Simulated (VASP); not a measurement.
# SnO (I4/mmm) in VASP: single point with PBE

Aim: the single point of SnO with PBE.

Everything below comes from runs of VASP 6.6.1. Logs are shortened: lines on timing, memory, paths and dates and some standing lists are left out, and cuts for length are marked.

## 1. The cell of the first run

It takes space group I4/mmm (No. 139, tetragonal). The conventional cell has a = 3.410 Å, b = 3.410 Å, c = 5.404 Å, α = 90.00°, β = 90.00°, γ = 90.00°. Sn (site symmetry 4/mmm) has 6 O at 2.41 to 2.70 Å within 3.2 Å. O (site symmetry 4/mmm) has 6 Sn at 2.41 to 2.70 Å within 3.2 Å.

## 2. Single point, PBE (epitaxial xy strain -5.0%)

Contents of INCAR:

```
SYSTEM = SnO
PREC = Accurate
ENCUT = 520
EDIFF = 1E-6
ISMEAR = -1
SIGMA = 0.02
LREAL = .FALSE.
LASPH = .TRUE.
NELM = 80
ALGO = Normal
ISIF = 2
LWAVE = .FALSE.
LCHARG = .TRUE.
GGA = PE
LELF = .TRUE.
LVHAR = .TRUE.
NBANDS = 17
```

Contents of KPOINTS:

```
regular mesh
0
G
  8 8 8
  0 0 0
```

Contents of POSCAR:

```
SnO
1.0
    0.0000000000      2.4108856853      2.7021583760
    2.4108856853      0.0000000000      2.7021583760
    2.4108856853      2.4108856853      0.0000000000
Sn O
1 1
Direct
    0.0000000000      0.0000000000      0.0000000000
    0.5000000000      0.5000000000      0.5000000000
```

Potentials or basis: VASP PAW PBE potentials, release 64 (Sn_d, O).

Command:

```
cat potpaw_PBE.64/Sn_d/POTCAR potpaw_PBE.64/O/POTCAR > POTCAR
mpirun -np 1 vasp_std > vasp.out
```

OUTCAR:

```text
SYSTEM = SnO
   PREC = Accurate
   ENCUT = 520
   EDIFF = 1E-6
   ISMEAR = -1
   LREAL = .FALSE.
   LASPH = .TRUE.
   NELM = 80
   ISIF = 2
   GGA = PE

 ion  position               nearest neighbor table
   1  0.000  0.000  0.000-   2 2.41   2 2.41   2 2.41   2 2.41   2 2.70   2 2.70
   2  0.500  0.500  0.500-   1 2.41   1 2.41   1 2.41   1 2.41   1 2.70   1 2.70

  LATTYP: Found a body centered tetragonal cell.
 ALAT       =     3.4095072335
 C/A-ratio  =     1.5850726753

  Lattice vectors:

 A1 = (  -2.4108856853,   0.0000000000,   2.7021583760)
 A2 = (   2.4108856853,   0.0000000000,   2.7021583760)
 A3 = (   0.0000000000,   2.4108856853,  -2.7021583760)

Analysis of symmetry for initial positions (statically):
=====================================================================
 Subroutine PRICEL returns:
 Original cell was already a primitive cell.

 Routine SETGRP: Setting up the symmetry group for a
 body centered tetragonal supercell.

 Subroutine GETGRP returns: Found 16 space group operations
 (whereof 16 operations were pure point group operations)
 out of a pool of 16 trial point group operations.

The static configuration has the point symmetry D_4h.

Analysis of symmetry for dynamics (positions and initial velocities):
=====================================================================
 Subroutine PRICEL returns:
 Original cell was already a primitive cell.

 Routine SETGRP: Setting up the symmetry group for a
 body centered tetragonal supercell.

 Subroutine GETGRP returns: Found 16 space group operations
 (whereof 16 operations were pure point group operations)
 out of a pool of 16 trial point group operations.

The dynamic configuration has the point symmetry D_4h.

 Subroutine INISYM returns: Found 16 space group operations
 (whereof 16 operations are pure point group operations),
 and found     1 'primitive' translations

----------------------------------------------------------------------------------------

                                     Primitive cell

  volume of cell :      31.4119

  direct lattice vectors                    reciprocal lattice vectors
     0.000000000  2.410885685  2.702158376    -0.207392662  0.207392662  0.185037267
     2.410885685  0.000000000  2.702158376     0.207392662 -0.207392662  0.185037267
     2.410885685  2.410885685  0.000000000     0.207392662  0.207392662 -0.185037267

  length of vectors
[... 63 lines left out ...]
 [... further k-points ...]
   k-points           NKPTS =     59   k-points in BZ     NKDIM =     59   number of bands    NBANDS=     17
   number of dos      NEDOS =    301   number of ions     NIONS =      2
   total plane-waves  NPLWV =  21952
   dimension x,y,z NGX =    28 NGY =   28 NGZ =   28
   dimension x,y,z NGXF=    56 NGYF=   56 NGZF=   56
   ions per type =               1   1
   NGX,Y,Z   is equivalent  to a cutoff of  12.85, 12.85, 13.65 a.u.
   NGXF,Y,Z  is equivalent  to a cutoff of  25.71, 25.71, 27.31 a.u.
 SYSTEM =  SnO
   PREC   = accura    normal or accurate (medium, high low for compatibility)
   ISTART =      0    job   : 0-new  1-cont  2-samecut
   ICHARG =      2    charge: 1-file 2-atom 10-const
   ISPIN  =      1    spin polarized calculation?
   LNONCOLLINEAR =      F non collinear calculations
   LSORBIT =      F    spin-orbit coupling
   LASPH  =      T    aspherical Exc in radial PAW
   ENCUT  =  520.0 eV  38.22 Ry    6.18 a.u.   6.73  6.73  6.34*2*pi/ulx,y,z
   NELM   =     80;   NELMIN=  2; NELMDL= -5     # of ELM steps
   EDIFF  = 0.1E-05   stopping-criterion for ELM
   LREAL  =      F    real-space projection
[... 7 lines left out ...]
   TEBEG  =    0.0;   TEEND  =   0.0 temperature during run
   PSTRESS=    0.0 pullay stress
   NELECT =      20.0000    total number of electrons
   NUPDOWN=      -1.0000    fix difference up-down
   EMIN   =  10.00;   EMAX   =-10.00  energy-range for DOS
   EFERMI =   0.00;   METHOD = LEGACY
   ISMEAR =    -1;   SIGMA  =   0.02  broadening in eV -4-tet -1-fermi 0-gaus
   EFERMI_NEDOS =   21; number of points for ismear=-14 and -15
   IALGO  =     38    algorithm
   IMIX   =      4    mixing-type and parameters
     AMIX     =   0.40;   BMIX     =  1.00
     AMIX_MAG =   1.60;   BMIX_MAG =  1.00
  volume/ion in A,a.u.               =      15.71       105.99
  Fermi-wavevector in a.u.,A,eV,Ry     =   1.408381  2.661454 26.987659  1.983537
  Thomas-Fermi vector in A             =   2.530544
   LORBIT       =      0    0 simple, 1 ext, 2 COOP (PROOUT), +10 PAW based schemes
   GGA     = PE    functional components
[... 5 lines left out ...]
 non-spin polarized calculation
  energy-cutoff  :      520.00
  volume of cell :       31.41
 maximum number of plane-waves:       858
   NGX = 13   NGY = 13   NGZ = 13

 number of electron      20.0000005 magnetization

 Free energy of the ion-electron system (eV)
  ---------------------------------------------------
  ext. energy  EPLUGINS =         0.00000000
  ---------------------------------------------------
  free energy    TOTEN  =       -10.35192885 eV

  energy without entropy =      -10.35192885  energy(sigma->0) =      -10.35192885

 E-fermi :   8.7279     XC(G=0): -11.0347

 val. band max:        8.4463628700   @ k =  -0.2500   0.2500   0.0000
 cond. band min:       9.0371386647   @ k =   0.5000   0.0000   0.1250
 fundamental gap:      0.5907757947
 Fermi energy:         8.7278500454

 k-point     1 :       0.0000    0.0000    0.0000
  band No.  band energies     occupation
      1     -13.1793      2.00000
      2     -13.1671      2.00000
      3     -13.1464      2.00000
      4     -13.1464      2.00000
      5     -13.0312      2.00000
      6     -10.6858      2.00000
[... 457 lines left out ...]
      4     -13.0995      2.00000
      5     -13.0508      2.00000
      6     -10.0795      2.00000
[... 9 lines left out ...]
     16      22.6871      0.00000
     17      24.5726      0.00000

 [... further k-points ...]
[... 5 lines left out ...]
  --------------------------------------------------------------------------------------
  -------------------------------------------------------------------------------------
  Total        2.4731478      2.4731478      0.3291487      0.0000000      0.0000000      0.0000000
  in kB      126.1440084    126.1440084     16.7883745      0.0000000      0.0000000      0.0000000
  external PRESSURE =      89.6921304 kB  Pullay stress =       0.0000000 kB

 VOLUME and BASIS-vectors are now :
 -----------------------------------------------------------------------------
  energy-cutoff  :      520.00
  volume of cell :       31.41
      direct lattice vectors                 reciprocal lattice vectors
     0.000000000  2.410885685  2.702158376    -0.207392662  0.207392662  0.185037267
     2.410885685  0.000000000  2.702158376     0.207392662 -0.207392662  0.185037267
     2.410885685  2.410885685  0.000000000     0.207392662  0.207392662 -0.185037267

 POSITION                                       TOTAL-FORCE (eV/Angst)
 -----------------------------------------------------------------------------------
      0.00000      0.00000      0.00000         0.000000      0.000000      0.000000
      2.41089      2.41089      2.70216        -0.000000     -0.000000     -0.000000
 -----------------------------------------------------------------------------------
    total drift:                                0.000000      0.000000      0.000000

  FREE ENERGIE OF THE ION-ELECTRON SYSTEM (eV)
  ---------------------------------------------------
  free  energy   TOTEN  =       -10.3519288530 eV

  energy  without entropy=      -10.3519288454  energy(sigma->0) =      -10.35192885
```

OSZICAR:

```text
N       E                     dE             d eps       ncg     rms          rms(c)
DAV:   1     0.148563033312E+03    0.14856E+03   -0.10318E+04  2088   0.179E+03
DAV:   2     0.145536097578E+01   -0.14711E+03   -0.13992E+03  2214   0.397E+02
DAV:   3    -0.118801669181E+02   -0.13336E+02   -0.13252E+02  2265   0.104E+02
DAV:   4    -0.121622538801E+02   -0.28209E+00   -0.28190E+00  2473   0.159E+01
DAV:   5    -0.121688591826E+02   -0.66053E-02   -0.66048E-02  2693   0.238E+00    0.811E+00
DAV:   6    -0.105820873527E+02    0.15868E+01   -0.11716E+01  2474   0.386E+01    0.461E+00
DAV:   7    -0.103690976633E+02    0.21299E+00   -0.15139E+00  2474   0.768E+00    0.135E+00
DAV:   8    -0.103525245114E+02    0.16573E-01   -0.13330E-01  2214   0.303E+00    0.307E-01
DAV:   9    -0.103517763729E+02    0.74814E-03   -0.66489E-03  2892   0.563E-01    0.101E-01
DAV:  10    -0.103519679900E+02   -0.19162E-03   -0.61334E-04  2594   0.298E-01    0.361E-02
DAV:  11    -0.103519296279E+02    0.38362E-04   -0.96992E-05  2965   0.114E-01    0.120E-02
DAV:  12    -0.103519288530E+02    0.77485E-06   -0.86386E-06  2495   0.260E-02
   1 F= -.10351929E+02 E0= -.10351929E+02  d E =-.761448E-08
```

Run time: 15 s. Hardware: 1 thread of Intel Xeon 6975P-C (Granite Rapids), shared host; peak memory 0.17 GiB.

Results:

| Property | Result |
| --- | --- |
| Free energy | -10.3519 eV |
| Pressure | 9.0 GPa |
| Band gap on the k mesh | 0.59 eV, indirect (least direct gap 0.91 eV) |

Stress tensor (GPa, compression positive):
```
12.61  0.00  0.00
 0.00 12.61  0.00
 0.00  0.00  1.68
```

Levels at points of the mesh, in eV from the valence-band top:
```
           k point  band 6  band 7  band 8  band 9  band 10  band 11  band 12  band 13  band 14  band 15
(0.00, 0.00, 0.00)  -19.13   -6.69   -3.88   -3.88    -3.25     6.48     8.97     8.97     9.76    10.36
(0.50, 0.00, 0.00)  -18.47   -8.84   -3.46   -3.34    -0.91     0.94     3.74     5.22     9.61    14.04
(0.50, 0.50, 0.00)  -18.11   -6.87   -4.65   -4.65    -4.63     2.85     5.70     6.79     6.79    14.19
(0.50, 0.00, 0.50)  -17.70   -6.96   -5.40   -4.51    -4.30     3.95     4.80     4.92     6.51    13.68
```

Caveat: the cell differs from its parent crystal (epitaxial xy strain -5.0%); spin-orbit coupling is left out, which moves the levels of the heavy elements. A k mesh can miss the band edges.
